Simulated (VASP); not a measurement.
# C18Se in VASP: notebook, part 2 of 2

VASP 6.6.1.

**4. Single point, PBE**

Contents of INCAR:

```
SYSTEM = C18Se
ALGO     = Normal         ! electronic algorithm
EDIFF    = 1E-6           ! SCF threshold, eV
ENCUT    = 520            ! plane-wave cutoff, eV
GGA      = PE             ! functional
ISIF     = 2              ! what is computed and relaxed
ISMEAR   = -1             ! smearing method
LASPH    = .TRUE.         ! aspherical terms in the spheres
LCHARG   = .FALSE.        ! write CHGCAR
LREAL    = Auto         
LWAVE    = .FALSE.        ! write WAVECAR
NBANDS   = 54             ! bands
NELM     = 60             ! most SCF steps
PREC     = Accurate       ! precision mode
SIGMA    = 0.02           ! smearing width, eV
```

Contents of KPOINTS:

```
k-points
0
G
  2 2 1
  0 0 0
```

Contents of POSCAR:

```
C18Se
1.0
    7.3980000000      0.0000000000      0.0000000000
   -3.6990000000      6.4068560000      0.0000000000
    0.0000000000      0.0000000000     12.0000000000
C Se
18 1
Direct
    0.0008508893     -0.0007995258      0.0768403125
    0.2186038265      0.1066143007      0.0837038084
   -0.0045967741      0.3297738533      0.0836654649
    0.2198153857      0.4456095551      0.1032745200
   -0.0007121223      0.6661302929      0.0783722437
    0.2222220208      0.7783326969      0.0787767188
    0.3320165424     -0.0017083562      0.0787964626
    0.5549480278      0.1104699672      0.0783783906
    0.3344148222      0.3310076069      0.1032078372
    0.5587982843      0.4468002346      0.0837104697
    0.3356312628      0.6700112366      0.0836703409
    0.5533738588      0.7773925247      0.0768396662
    0.6651974549      0.0002198086      0.0745722159
    0.8880162125      0.1120334912      0.0768175040
    0.6671330216      0.3333985965      0.0787972607
    0.8870917336      0.4431923583      0.0787770513
    0.6662070269      0.6645557083      0.0768629196
    0.8890309539      0.7763847712      0.0745963359
    0.2767711724      0.3884349790      0.2703398771
```

The run is started by

```
> cat potpaw_PBE.64/C/POTCAR potpaw_PBE.64/Se/POTCAR > POTCAR
> mpirun -np 1 vasp_std > vasp.out
```

Wall time 4.6 min (1 thread of Intel Xeon Platinum 8259CL at 2.50GHz (Skylake/Cascade Lake), shared host); peak memory 0.58 GiB.

Results (log left out):

| Property | Result |
| --- | --- |
| Free energy | -166.9163 eV |
| Largest force | 0.039 eV/Å |
| Band gap on the k mesh | 0.30 eV, direct |

Forces on the atoms (eV/Å):
```
C   -0.004 -0.004 -0.005
C   -0.002  0.018 -0.005
C    0.018  0.007 -0.003
C   -0.018  0.007 -0.011
C    0.010 -0.002  0.002
C   -0.001 -0.004  0.000
C    0.004 -0.002 -0.003
C   -0.006  0.006  0.006
C    0.010 -0.006  0.006
C   -0.017 -0.003 -0.004
C    0.007 -0.011 -0.001
C   -0.002  0.005 -0.004
C    0.007 -0.014 -0.006
C   -0.011 -0.002  0.000
C   -0.004 -0.006 -0.006
C    0.002  0.004 -0.001
C    0.005  0.001 -0.002
C   -0.010  0.005 -0.001
Se   0.013  0.001  0.037
```

Levels at points of the mesh, in eV from the valence-band top:
| k point | band 36 | band 37 | band 38 | band 39 | band 40 | band 41 | band 42 | band 43 |
| --- | --- | --- | --- | --- | --- | --- | --- | --- |
| (0.00, 0.00, 0.00) | -1.67 | -0.94 | -0.83 | 0.00 | 0.30 | 0.79 | 2.07 | 3.54 |
| (0.50, 0.00, 0.00) | -2.51 | -2.28 | -0.84 | -0.81 | 1.00 | 1.93 | 2.54 | 2.59 |
| (0.00, 0.50, 0.00) | -2.51 | -2.28 | -0.84 | -0.81 | 1.00 | 1.93 | 2.54 | 2.59 |
| (0.50, 0.50, 0.00) | -2.54 | -2.35 | -0.82 | -0.50 | 0.50 | 2.21 | 2.44 | 2.66 |

Caveat: the k points lie up to 0.49 Å⁻¹ apart.

**5. Single point, PBE**

Contents of INCAR:

```
  ALGO = Normal
  EDIFF = 1E-6
  ENCUT = 520
  GGA = PE
  ISIF = 2
  ISMEAR = -1
  LASPH = T
  LCHARG = F
  LREAL = Auto
  LWAVE = F
  NBANDS = 54
  NELM = 60
  PREC = Accurate
  SIGMA = 0.02
```

Contents of KPOINTS:

```
k-points
0
Gamma
  2 2 1
```

Contents of POSCAR:

```
C18Se
1.0
    7.3980000000      0.0000000000      0.0000000000
   -3.6990000000      6.4068560000      0.0000000000
    0.0000000000      0.0000000000     12.0000000000
C Se
18 1
Direct
    0.0008508802     -0.0007994561      0.0768403333
    0.2186038153      0.1066142270      0.0837038333
   -0.0045966856      0.3297739172      0.0836655000
    0.2198153013      0.4456095158      0.1032745000
   -0.0007120800      0.6661303142      0.0783722500
    0.2222220775      0.7783327735      0.0787767500
    0.3320166128     -0.0017083262      0.0787965000
    0.5549480007      0.1104699403      0.0783784167
    0.3344148548      0.3310075956      0.1032078333
    0.5587983515      0.4468002715      0.0837105000
    0.3356312309      0.6700113129      0.0836703333
    0.5533738809      0.7773925308      0.0768396667
    0.6651974735      0.0002197646      0.0745722500
    0.8880161702      0.1120334217      0.0768175000
    0.6671330799      0.3333986280      0.0787972500
    0.8870917481      0.4431924176      0.0787770833
    0.6662070455      0.6645557509      0.0768629167
    0.8890309571      0.7763847041      0.0745963333
    0.2767711545      0.3884349828      0.2703399167
```

The run is started by

```
> cat potpaw_PBE.64/C/POTCAR potpaw_PBE.64/Se/POTCAR > POTCAR
> mpirun -np 1 vasp_std > vasp.out
```

Run time: 4.2 min. Hardware: 1 thread of Intel Xeon Platinum 8259CL at 2.50GHz (Skylake/Cascade Lake), shared host; peak memory 0.59 GiB.

It converged, with:

- Free energy: -166.9163 eV
- Largest force: 0.039 eV/Å
- Band gap on the k mesh: 0.30 eV, direct

Forces in eV/Å, atoms in the order of the input:
```
C   -0.004 -0.005 -0.005
C   -0.002  0.018 -0.005
C    0.018  0.007 -0.003
C   -0.018  0.007 -0.011
C    0.010 -0.002  0.002
C   -0.001 -0.004  0.000
C    0.004 -0.002 -0.003
C   -0.006  0.006  0.006
C    0.010 -0.006  0.006
C   -0.017 -0.003 -0.004
C    0.007 -0.011 -0.001
C   -0.002  0.005 -0.004
C    0.007 -0.014 -0.006
C   -0.011 -0.002  0.000
C   -0.004 -0.006 -0.006
C    0.002  0.004 -0.001
C    0.005  0.001 -0.002
C   -0.010  0.005 -0.001
Se   0.013  0.001  0.037
```

Levels at points of the mesh, in eV from the valence-band top:
```csv
k point,band 36,band 37,band 38,band 39,band 40,band 41,band 42,band 43
"(0.00, 0.00, 0.00)",-1.67,-0.94,-0.83,0.00,0.30,0.79,2.07,3.54
"(0.50, 0.00, 0.00)",-2.51,-2.28,-0.84,-0.81,1.00,1.93,2.54,2.59
"(0.00, 0.50, 0.00)",-2.51,-2.28,-0.84,-0.81,1.00,1.93,2.54,2.59
"(0.50, 0.50, 0.00)",-2.54,-2.35,-0.82,-0.50,0.50,2.21,2.44,2.66
```

Caveat: the k points lie up to 0.49 Å⁻¹ apart.

**6. Single point, PBE**

Contents of INCAR:

```
PREC = Accurate
ENCUT = 520
EDIFF = 1E-7
ISMEAR = -1
SIGMA = 0.02
LREAL = Auto
LASPH = True
NELM = 60
ALGO = Normal
ISIF = 2
LWAVE = False
LCHARG = False
GGA = PE
NBANDS = 54
```

Contents of KPOINTS:

```
Automatic mesh
0
Gamma
  2 2 1
```

Contents of POSCAR:

```
C18Se
1.0
    7.3980000000      0.0000000000      0.0000000000
   -3.6990000000      6.4068560000      0.0000000000
    0.0000000000      0.0000000000     12.0000000000
C Se
18 1
Direct
   -0.0007121320     -0.0005364566      0.0783722500
    0.2222220255      0.1116660028      0.0787767500
    0.0008508282      0.3325337732      0.0768403333
    0.2186038413      0.4399476124      0.0837038333
   -0.0045967377      0.6631071465      0.0836655000
    0.2198154625      0.7789429012      0.1032745000
    0.3356311789      0.0033445422      0.0836703333
    0.5533739070      0.1107259161      0.0768396667
    0.3320165608      0.3316249031      0.0787965000
    0.5549480267      0.4438033257      0.0783784167
    0.3344148809      0.6643409810      0.1032078333
    0.5587982994      0.7801335007      0.0837105000
    0.6662069935     -0.0021110198      0.0768629167
    0.8890309831      0.1097180895      0.0745963333
    0.6651974995      0.3335531499      0.0745722500
    0.8880161962      0.4453668071      0.0768175000
    0.6671330278      0.6667318572      0.0787972500
    0.8870916961      0.7765256469      0.0787770833
    0.2767711806      0.7217683681      0.2703399167
```

Potentials or basis: VASP PAW PBE potentials, release 64 (C, Se).

The run is started by

```
> cat potpaw_PBE.64/C/POTCAR potpaw_PBE.64/Se/POTCAR > POTCAR
> mpirun -np 1 vasp_std > vasp.out
```

OUTCAR:

```text
PREC = Accurate
   ENCUT = 520
   EDIFF = 1E-7
   ISMEAR = -1
   LREAL = Auto
   LASPH = True
   NELM = 60
   ISIF = 2
   GGA = PE

 ion  position               nearest neighbor table
   1  0.999  0.999  0.078-  14 1.41   2 1.43  18 1.43
   2  0.222  0.112  0.079-   9 1.41   7 1.42   1 1.43
   3  0.001  0.333  0.077-   4 1.40  14 1.43  16 1.45
   4  0.219  0.440  0.084-   3 1.40   9 1.42  11 1.46
   5  0.995  0.663  0.084-  16 1.40  18 1.42   6 1.46
   6  0.220  0.779  0.103-   7 1.46   5 1.46  11 1.47  19 2.13
   7  0.336  0.003  0.084-   8 1.40   2 1.42   6 1.46
   8  0.553  0.111  0.077-   7 1.40  15 1.43  13 1.45
   9  0.332  0.332  0.079-   2 1.41   4 1.42  10 1.43
  10  0.555  0.444  0.078-  15 1.41  17 1.43   9 1.43
  11  0.334  0.664  0.103-  12 1.46   4 1.46   6 1.47  19 2.14
  12  0.559  0.780  0.084-  13 1.40  17 1.42  11 1.46
  13  0.666  0.998  0.077-  12 1.40  14 1.43   8 1.45
  14  0.889  0.110  0.075-   1 1.41   3 1.43  13 1.43
  15  0.665  0.334  0.075-  10 1.41  16 1.43   8 1.43
  16  0.888  0.445  0.077-   5 1.40  15 1.43   3 1.45
[... 206 lines left out ...]
 Fermi energy:        -1.5911803305

 k-point     1 :       0.0000    0.0000    0.0000
  band No.  band energies     occupation
      1     -21.2995      2.00000
      2     -19.1679      2.00000
      3     -18.6755      2.00000
      4     -18.6684      2.00000
      5     -18.6339      2.00000
      6     -18.5597      2.00000
[... 205 lines left out ...]
     50       4.2628      0.00000
     51       4.4092      0.00000
 [bands above 51 left out]

------------------------ aborting loop because EDIFF is reached ----------------------------------------

  FORCE on cell =-STRESS in cart. coord.  units (eV):
  Direction    XX          YY          ZZ          XY          YZ          ZX
  --------------------------------------------------------------------------------------
  -------------------------------------------------------------------------------------
  Total        3.6145906      2.5003383     -0.0396066     -0.9776715      0.0057205      0.0093343
  in kB       10.1819077      7.0431806     -0.1115675     -2.7539941      0.0161139      0.0262936
  external PRESSURE =       5.7045070 kB  Pullay stress =       0.0000000 kB

 VOLUME and BASIS-vectors are now :
 -----------------------------------------------------------------------------
  energy-cutoff  :      520.00
  volume of cell :      568.78
      direct lattice vectors                 reciprocal lattice vectors
     7.398000000  0.000000000  0.000000000     0.135171668  0.078041398  0.000000000
    -3.699000000  6.406856000  0.000000000     0.000000000  0.156082796  0.000000000
     0.000000000  0.000000000 12.000000000     0.000000000  0.000000000  0.083333333

 POSITION                                       TOTAL-FORCE (eV/Angst)
 -----------------------------------------------------------------------------------
      3.69572      6.40342      0.94047         0.009965      0.004355      0.006422
      1.23095      0.71543      0.94532        -0.003135     -0.001030     -0.003908
     -1.22375      2.13050      0.92208         0.002606     -0.000938     -0.003300
     -0.01014      2.81868      1.00445        -0.005428      0.013959     -0.004191
      4.91116      4.24843      1.00399         0.018765      0.000732     -0.002825
     -1.25511      4.99058      1.23929        -0.020128      0.007069     -0.009121
[... 11 lines left out ...]
      3.69034      4.97509      0.94532        -0.000197      0.003132     -0.002889
     -0.62227      4.62427      3.24408         0.005117     -0.005642      0.038084
 -----------------------------------------------------------------------------------
    total drift:                                0.019254     -0.009114      0.000938

  FREE ENERGIE OF THE ION-ELECTRON SYSTEM (eV)
  ---------------------------------------------------
  free  energy   TOTEN  =      -166.9158419366 eV

  energy  without entropy=     -166.9157406899  energy(sigma->0) =     -166.91579131
```

stdout:

```text
POSCAR found type information on POSCAR C Se
 POSCAR found :  2 types and      19 ions
 scaLAPACK will be used
 LDA part: xc-table for (Slater+PW92), standard interpolation
 POSCAR, INCAR and KPOINTS ok, starting setup
 FFT: planning ... GRIDC
 FFT: planning ... GRID_SOFT
 FFT: planning ... GRID
 WAVECAR not read
 entering main loop
```

Run time: 5.1 min. Hardware: 1 thread of Intel Xeon Platinum 8259CL at 2.50GHz (Skylake/Cascade Lake), shared host; peak memory 0.58 GiB.

What came out:

* Free energy: -166.9158 eV
* Largest force: 0.039 eV/Å
* Band gap on the k mesh: 0.30 eV, direct

Forces on the atoms (eV/Å):
```
C    0.010  0.004  0.006
C   -0.003 -0.001 -0.004
C    0.003 -0.001 -0.003
C   -0.005  0.014 -0.004
C    0.019  0.001 -0.003
C   -0.020  0.007 -0.009
C    0.009 -0.018 -0.005
C   -0.005  0.009 -0.008
C    0.002  0.002 -0.001
C   -0.004  0.001  0.006
C    0.015 -0.014  0.006
C   -0.013 -0.002 -0.003
C    0.003  0.003 -0.001
C   -0.011  0.003 -0.001
C    0.010 -0.004 -0.003
C   -0.009 -0.001 -0.003
C   -0.004  0.000 -0.004
C    0.000  0.003 -0.003
Se   0.005 -0.006  0.038
```

Levels at points of the mesh, in eV from the valence-band top:
```csv
k point,band 37,band 38,band 39,band 40,band 41,band 42
"(0.00, 0.00, 0.00)",-0.94,-0.83,0.00,0.30,0.79,2.07
"(0.50, 0.00, 0.00)",-2.28,-0.84,-0.81,1.00,1.93,2.54
"(0.00, 0.50, 0.00)",-2.28,-0.84,-0.81,1.00,1.93,2.54
"(0.50, 0.50, 0.00)",-2.35,-0.82,-0.50,0.50,2.21,2.44
```

Caveat: the k points lie up to 0.49 Å⁻¹ apart.

**7. Single point, PBE**

Contents of INCAR:

```
SYSTEM = C18Se
  PREC = Accurate
  ENCUT = 520
  EDIFF = 1E-6
  ISMEAR = -1
  SIGMA = 0.02
  LREAL = Auto
  LASPH = .True.
  NELM = 100
  ALGO = Normal
  ISIF = 2
  LWAVE = .False.
  LCHARG = .True.
  GGA = PE
  LELF = .True.
  LVHAR = .True.
  NBANDS = 54
```

Contents of KPOINTS:

```
regular mesh
0
Gamma
  2 2 1
  0 0 0
```

Contents of POSCAR:

```
C18Se
1.0
    7.3980000000      0.0000000000      0.0000000000
   -3.6990000000      6.4068560000      0.0000000000
    0.0000000000      0.0000000000     12.0000000000
C Se
18 1
Direct
    0.0008508802     -0.0007994561      0.0768403333
    0.2186038153      0.1066142270      0.0837038333
   -0.0045966856      0.3297739172      0.0836655000
    0.2198153013      0.4456095158      0.1032745000
   -0.0007120800      0.6661303142      0.0783722500
    0.2222220775      0.7783327735      0.0787767500
    0.3320166128     -0.0017083262      0.0787965000
    0.5549480007      0.1104699403      0.0783784167
    0.3344148548      0.3310075956      0.1032078333
    0.5587983515      0.4468002715      0.0837105000
    0.3356312309      0.6700113129      0.0836703333
    0.5533738809      0.7773925308      0.0768396667
    0.6651974735      0.0002197646      0.0745722500
    0.8880161702      0.1120334217      0.0768175000
    0.6671330799      0.3333986280      0.0787972500
    0.8870917481      0.4431924176      0.0787770833
    0.6662070455      0.6645557509      0.0768629167
    0.8890309571      0.7763847041      0.0745963333
    0.2767711545      0.3884349828      0.2703399167
```

The run is started by

```
> cat potpaw_PBE.64/C/POTCAR potpaw_PBE.64/Se/POTCAR > POTCAR
> mpirun -np 1 vasp_std > vasp.out
```

Run time: 4.4 min. Hardware: 1 thread of Intel Xeon Platinum 8259CL at 2.50GHz (Skylake/Cascade Lake), shared host; peak memory 0.59 GiB.

Results (log left out):

```
Free energy            : -166.9163 eV
Largest force          : 0.039 eV/Å
Band gap on the k mesh : 0.30 eV, direct
```

Forces on the atoms (eV/Å):
```
C   -0.004 -0.005 -0.005
C   -0.002  0.018 -0.005
C    0.018  0.007 -0.003
C   -0.018  0.007 -0.011
C    0.010 -0.002  0.002
C   -0.001 -0.004  0.000
C    0.004 -0.002 -0.003
C   -0.006  0.006  0.006
C    0.010 -0.006  0.006
C   -0.017 -0.003 -0.004
C    0.007 -0.011 -0.001
C   -0.002  0.005 -0.004
C    0.007 -0.014 -0.006
C   -0.011 -0.002  0.000
C   -0.004 -0.006 -0.006
C    0.002  0.004 -0.001
C    0.005  0.001 -0.002
C   -0.010  0.005 -0.001
Se   0.013  0.001  0.037
```

Levels at points of the mesh, in eV from the valence-band top:
| k point | band 36 | band 37 | band 38 | band 39 | band 40 | band 41 | band 42 | band 43 |
| --- | --- | --- | --- | --- | --- | --- | --- | --- |
| (0.00, 0.00, 0.00) | -1.67 | -0.94 | -0.83 | 0.00 | 0.30 | 0.79 | 2.07 | 3.54 |
| (0.50, 0.00, 0.00) | -2.51 | -2.28 | -0.84 | -0.81 | 1.00 | 1.93 | 2.54 | 2.59 |
| (0.00, 0.50, 0.00) | -2.51 | -2.28 | -0.84 | -0.81 | 1.00 | 1.93 | 2.54 | 2.59 |
| (0.50, 0.50, 0.00) | -2.54 | -2.35 | -0.82 | -0.50 | 0.50 | 2.21 | 2.44 | 2.66 |

Caveat: the k points lie up to 0.49 Å⁻¹ apart.
